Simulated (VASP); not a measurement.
# In2O3 (R-3c) in VASP: single point with PBEsol

Aim: the single point of In2O3 with PBEsol.

All numbers are computed with VASP 6.6.1; they aren't measurements. Logs are shortened: lines on timing, memory, paths and dates and some standing lists are left out, and cuts for length are marked.

## 1. The cell of the first run

It takes space group R-3c (No. 167, trigonal). The conventional cell has a = 5.512 Å, b = 5.512 Å, c = 14.537 Å, α = 90.00°, β = 90.00°, γ = 120.00°. Within 2.8 Å of In (site symmetry 3) lie 6 O at 2.13 to 2.26 Å. Within 2.8 Å of O (site symmetry 2) lie 4 In at 2.13 to 2.26 Å.

## 2. Single point, PBEsol

File INCAR:

```
ALGO = Normal
EDIFF = 1E-6
ENCUT = 520
GGA = PS
ISIF = 2
ISMEAR = 0
LASPH = True
LCHARG = False
LREAL = False
LWAVE = False
NBANDS = 55
NELM = 100
PREC = Accurate
SIGMA = 0.02
```

File KPOINTS:

```
k-points
0
Gamma
  6 6 6
```

File POSCAR:

```
In2O3
1.0
    2.7562186578      1.5913035840      4.8456979816
   -2.7562186578      1.5913035840      4.8456979816
    0.0000000000     -3.1826071681      4.8456979816
In O
4 6
Direct
    0.6425528069      0.6425528069      0.6425528069
    0.8574471931      0.8574471931      0.8574471931
    0.3574471931      0.3574471931      0.3574471931
    0.1425528069      0.1425528069      0.1425528069
    0.0458555512      0.7500000000      0.4541444488
    0.7500000000      0.4541444488      0.0458555512
    0.4541444488      0.0458555512      0.7500000000
    0.9541444488      0.2500000000      0.5458555512
    0.5458555512      0.9541444488      0.2500000000
    0.2500000000      0.5458555512      0.9541444488
```

Potentials or basis: VASP PAW PBE potentials, release 64 (In_d, O).

On the command line:

```
cat potpaw_PBE.64/In_d/POTCAR potpaw_PBE.64/O/POTCAR > POTCAR
mpirun -np 1 vasp_std > vasp.out
```

OUTCAR:

```text
EDIFF = 1E-6
   ENCUT = 520
   GGA = PS
   ISIF = 2
   ISMEAR = 0
   LASPH = True
   LREAL = False
   NELM = 100
   PREC = Accurate

 ion  position               nearest neighbor table
   1  0.643  0.643  0.643-   8 2.13  10 2.13   9 2.13   5 2.26   7 2.26   6 2.26   2 3.12   3 3.26
                             3 3.26   3 3.26   2 3.62   2 3.62   2 3.62   4 4.00   4 4.00   4 4.00
   2  0.857  0.857  0.857-  10 2.13   8 2.13   9 2.13   6 2.26   7 2.26   5 2.26   1 3.12   4 3.26
                             4 3.26   4 3.26   1 3.62   1 3.62   1 3.62   3 4.00   3 4.00   3 4.00
   3  0.357  0.357  0.357-   5 2.13   6 2.13   7 2.13   8 2.26   9 2.26  10 2.26   4 3.12   1 3.26
                             1 3.26   1 3.26   4 3.62   4 3.62   4 3.62   2 4.00   2 4.00   2 4.00
   4  0.143  0.143  0.143-   6 2.13   5 2.13   7 2.13  10 2.26   9 2.26   8 2.26   3 3.12   2 3.26
                             2 3.26   2 3.26   3 3.62   3 3.62   3 3.62   1 4.00   1 4.00   1 4.00
   5  0.046  0.750  0.454-   3 2.13   4 2.13   1 2.26   2 2.26
   6  0.750  0.454  0.046-   4 2.13   3 2.13   2 2.26   1 2.26
   7  0.454  0.046  0.750-   3 2.13   4 2.13   1 2.26   2 2.26
   8  0.954  0.250  0.546-   1 2.13   2 2.13   3 2.26   4 2.26
   9  0.546  0.954  0.250-   1 2.13   2 2.13   3 2.26   4 2.26
  10  0.250  0.546  0.954-   2 2.13   1 2.13   4 2.26   3 2.26

  LATTYP: Found a trigonal (rhomboedric) cell.
 ALAT       =     5.7973940107
 COS(alpha) =     0.5479445628

  Lattice vectors:

 A1 = (   2.7562186578,   1.5913035840,   4.8456979816)
 A2 = (  -2.7562186578,   1.5913035840,   4.8456979816)
 A3 = (   0.0000000000,  -3.1826071681,   4.8456979816)

Analysis of symmetry for initial positions (statically):
=====================================================================
 Subroutine PRICEL returns:
 Original cell was already a primitive cell.

 Routine SETGRP: Setting up the symmetry group for a
 trigonal (rhombohedral) supercell.

 Subroutine GETGRP returns: Found 12 space group operations
 (whereof  6 operations were pure point group operations)
 out of a pool of 12 trial point group operations.

The static configuration has the point symmetry S_6 .
 The point group associated with its full space group is D_3d.

Analysis of symmetry for dynamics (positions and initial velocities):
=====================================================================
 Subroutine PRICEL returns:
 Original cell was already a primitive cell.

 Routine SETGRP: Setting up the symmetry group for a
 trigonal (rhombohedral) supercell.

 Subroutine GETGRP returns: Found 12 space group operations
 (whereof  6 operations were pure point group operations)
 out of a pool of 12 trial point group operations.

The dynamic configuration has the point symmetry S_6 .
 The point group associated with its full space group is D_3d.

 Subroutine INISYM returns: Found 12 space group operations
 (whereof  6 operations are pure point group operations),
 and found     1 'primitive' translations

----------------------------------------------------------------------------------------

                                     Primitive cell

  volume of cell :     127.5188

  direct lattice vectors                    reciprocal lattice vectors
     2.756218658  1.591303584  4.845697982     0.181407959  0.104735934  0.068789540
    -2.756218658  1.591303584  4.845697982    -0.181407959  0.104735934  0.068789540
     0.000000000 -3.182607168  4.845697982     0.000000000 -0.209471867  0.068789540

  length of vectors
     5.797394011  5.797394011  5.797394011     0.220477808  0.220477808  0.220477808

  position of ions in fractional coordinates (direct lattice)
     0.642552807  0.642552807  0.642552807
     0.857447193  0.857447193  0.857447193
     0.357447193  0.357447193  0.357447193
     0.142552807  0.142552807  0.142552807
     0.045855551  0.750000000  0.454144449
     0.750000000  0.454144449  0.045855551
     0.454144449  0.045855551  0.750000000
     0.954144449  0.250000000  0.545855551
     0.545855551  0.954144449  0.250000000
     0.250000000  0.545855551  0.954144449

  ion indices of the primitive-cell ions
   primitive index   ion index
                 1           1
                 2           2
                 3           3
                 4           4
                 5           5
                 6           6
                 7           7
                 8           8
                 9           9
                10          10

----------------------------------------------------------------------------------------

 KPOINTS: k-points

Automatic generation of k-mesh.
 Grid dimensions read from file:
 generate k-points for:    6    6    6

 Generating k-lattice:

  Cartesian coordinates                     Fractional coordinates (reciprocal lattice)
     0.030234660  0.017455989  0.011464923     0.166666667  0.000000000  0.000000000
    -0.030234660  0.017455989  0.011464923     0.000000000  0.166666667  0.000000000
     0.000000000 -0.034911978  0.011464923     0.000000000  0.000000000  0.166666667

  Length of vectors
     0.036746301  0.036746301  0.036746301

  Shift w.r.t. Gamma in fractional coordinates (k-lattice)
     0.000000000  0.000000000  0.000000000

 Subroutine IBZKPT returns following result:
 ===========================================

 Found     32 irreducible k-points:

 Following reciprocal coordinates:
            Coordinates               Weight
  0.000000  0.000000  0.000000      1.000000
  0.166667  0.000000 -0.000000      6.000000
  0.333333  0.000000 -0.000000      6.000000
  0.500000  0.000000 -0.000000      3.000000
  0.166667  0.166667 -0.000000      6.000000
  0.333333  0.166667 -0.000000     12.000000
[... 16 lines left out ...]
  0.500000  0.500000  0.166667      6.000000
 -0.333333  0.500000  0.166667     12.000000
 [... further k-points ...]
   k-points           NKPTS =     32   k-points in BZ     NKDIM =     32   number of bands    NBANDS=     55
   number of dos      NEDOS =    301   number of ions     NIONS =     10
   total plane-waves  NPLWV = 110592
   dimension x,y,z NGX =    48 NGY =   48 NGZ =   48
   dimension x,y,z NGXF=    96 NGYF=   96 NGZF=   96
   ions per type =               4   6
   NGX,Y,Z   is equivalent  to a cutoff of  13.76, 13.76, 13.76 a.u.
   NGXF,Y,Z  is equivalent  to a cutoff of  27.53, 27.53, 27.53 a.u.
 SYSTEM =  unknown system
   PREC   = accura    normal or accurate (medium, high low for compatibility)
   ISTART =      0    job   : 0-new  1-cont  2-samecut
   ICHARG =      2    charge: 1-file 2-atom 10-const
   ISPIN  =      1    spin polarized calculation?
   LNONCOLLINEAR =      F non collinear calculations
   LSORBIT =      F    spin-orbit coupling
   LASPH  =      T    aspherical Exc in radial PAW
   ENCUT  =  520.0 eV  38.22 Ry    6.18 a.u.  10.78 10.78 10.78*2*pi/ulx,y,z
   NELM   =    100;   NELMIN=  2; NELMDL= -5     # of ELM steps
   EDIFF  = 0.1E-05   stopping-criterion for ELM
   LREAL  =      F    real-space projection
   EDIFFG = 0.1E-04   stopping-criterion for IOM
   NSW    =      0    number of steps for IOM
   IBRION =     -1    ionic relax: 0-MD 1-quasi-New 2-CG
   NFREE  =      0    steps in history (QN), initial steepest desc. (CG)
   ISIF   =      2    stress and relaxation
   ISYM   =      2    0-nonsym 1-usesym 2-fastsym
   POTIM  = 0.5000    time-step for ionic-motion
   TEBEG  =    0.0;   TEEND  =   0.0 temperature during run
   PSTRESS=    0.0 pullay stress
   NELECT =      88.0000    total number of electrons
   NUPDOWN=      -1.0000    fix difference up-down
   EMIN   =  10.00;   EMAX   =-10.00  energy-range for DOS
   EFERMI =   0.00;   METHOD = LEGACY
   ISMEAR =     0;   SIGMA  =   0.02  broadening in eV -4-tet -1-fermi 0-gaus
   EFERMI_NEDOS =   21; number of points for ismear=-14 and -15
   IALGO  =     38    algorithm
   IMIX   =      4    mixing-type and parameters
     AMIX     =   0.40;   BMIX     =  1.00
     AMIX_MAG =   1.60;   BMIX_MAG =  1.00
  volume/ion in A,a.u.               =      12.75        86.05
  Fermi-wavevector in a.u.,A,eV,Ry     =   1.446697  2.733861 28.476077  2.092933
  Thomas-Fermi vector in A             =   2.564736
   LORBIT       =      0    0 simple, 1 ext, 2 COOP (PROOUT), +10 PAW based schemes
   GGA     = PS    functional components
   LHFCALC =     F    Hartree Fock is set to
   AEXX    =    0.0000 exact exchange contribution
   IVDW    =     0    specifies the selected vdW correction
   LEPSILON=     F    determine dielectric tensor
   LRPA    =     F    only Hartree local field effects (RPA)
 non-spin polarized calculation
 Gauss-broadening in eV      SIGMA  =   0.02
  energy-cutoff  :      520.00
  volume of cell :      127.52
 maximum number of plane-waves:      3452
 NGX is ok and might be reduce to    48
   NGX = 21   NGY = 21   NGZ = 21

 number of electron      88.0000015 magnetization

 Free energy of the ion-electron system (eV)
  ---------------------------------------------------
  ext. energy  EPLUGINS =         0.00000000
  ---------------------------------------------------
  free energy    TOTEN  =       -59.38985315 eV

  energy without entropy =      -59.38985315  energy(sigma->0) =      -59.38985315

 E-fermi :   5.4893     XC(G=0): -11.4511

 val. band max:        5.3498571841   @ k =   0.3333   0.0000  -0.0000
 cond. band min:       6.4583219371   @ k =   0.0000   0.0000   0.0000
 fundamental gap:      1.1084647530
 Fermi energy:         5.4893159867

 k-point     1 :       0.0000    0.0000    0.0000
  band No.  band energies     occupation
      1     -12.1895      2.00000
      2     -11.2797      2.00000
      3     -11.2797      2.00000
      4     -11.0693      2.00000
      5     -11.0693      2.00000
      6     -10.9831      2.00000
[... 47 lines left out ...]
     54      15.0375      0.00000
[... 1333 lines left out ...]
     54      15.7431      0.00000
     55      16.4260      0.00000

 [... further k-points ...]

------------------------ aborting loop because EDIFF is reached ----------------------------------------

  FORCE on cell =-STRESS in cart. coord.  units (eV):
  Direction    XX          YY          ZZ          XY          YZ          ZX
  --------------------------------------------------------------------------------------
  -------------------------------------------------------------------------------------
  Total        0.4424337      0.4424337      0.3174971      0.0000000     -0.0000000      0.0000000
  in kB        5.5588439      5.5588439      3.9891098      0.0000000     -0.0000000      0.0000000
  external PRESSURE =       5.0355992 kB  Pullay stress =       0.0000000 kB

 VOLUME and BASIS-vectors are now :
 -----------------------------------------------------------------------------
  energy-cutoff  :      520.00
  volume of cell :      127.52
      direct lattice vectors                 reciprocal lattice vectors
     2.756218658  1.591303584  4.845697982     0.181407959  0.104735934  0.068789540
    -2.756218658  1.591303584  4.845697982    -0.181407959  0.104735934  0.068789540
     0.000000000 -3.182607168  4.845697982     0.000000000 -0.209471867  0.068789540

 POSITION                                       TOTAL-FORCE (eV/Angst)
 -----------------------------------------------------------------------------------
      0.00000     -0.00000      9.34085         0.000000     -0.000000      0.002071
      0.00000     -0.00000     12.46479         0.000000      0.000000     -0.002071
      0.00000     -0.00000      5.19624         0.000000      0.000000     -0.002071
      0.00000     -0.00000      2.07230         0.000000     -0.000000      0.002071
     -1.94078     -0.17892      6.05712        -0.002442     -0.004230     -0.000000
      0.81544      1.77022      6.05712        -0.002442      0.004230     -0.000000
      1.12533     -1.59130      6.05712         0.004885     -0.000000     -0.000000
      1.94078      0.17892      8.47997         0.002442      0.004230     -0.000000
     -1.12533      1.59130      8.47997        -0.004885     -0.000000     -0.000000
     -0.81544     -1.77022      8.47997         0.002442     -0.004230     -0.000000
 -----------------------------------------------------------------------------------
    total drift:                               -0.000000     -0.000000      0.000000

  FREE ENERGIE OF THE ION-ELECTRON SYSTEM (eV)
  ---------------------------------------------------
  free  energy   TOTEN  =       -59.3898531453 eV

  energy  without entropy=      -59.3898531453  energy(sigma->0) =      -59.38985315
```

Wall time 3.7 min (1 thread of AMD EPYC 7R13 (Zen 3), shared host); peak memory 0.37 GiB.

What came out:

| Quantity | Value |
| --- | --- |
| Free energy | -59.3899 eV |
| Pressure | 0.5 GPa |
| Largest force | 0.005 eV/Å |
| Band gap on the k mesh | 1.11 eV, indirect (least direct gap 1.16 eV) |

Forces on the atoms (eV/Å):
```
In   0.000  0.000  0.002
In   0.000  0.000 -0.002
In   0.000  0.000 -0.002
In   0.000  0.000  0.002
O   -0.002 -0.004  0.000
O   -0.002  0.004  0.000
O    0.005  0.000  0.000
O    0.002  0.004  0.000
O   -0.005  0.000  0.000
O    0.002 -0.004  0.000
```

Stress tensor (GPa, compression positive):
```
0.56 0.00 0.00
0.00 0.56 0.00
0.00 0.00 0.40
```

Caveat: the PAW data sets were made with another functional, which shifts forces and pressure a little; spin-orbit coupling is left out, which moves the levels of the heavy elements. A k mesh can miss the band edges.
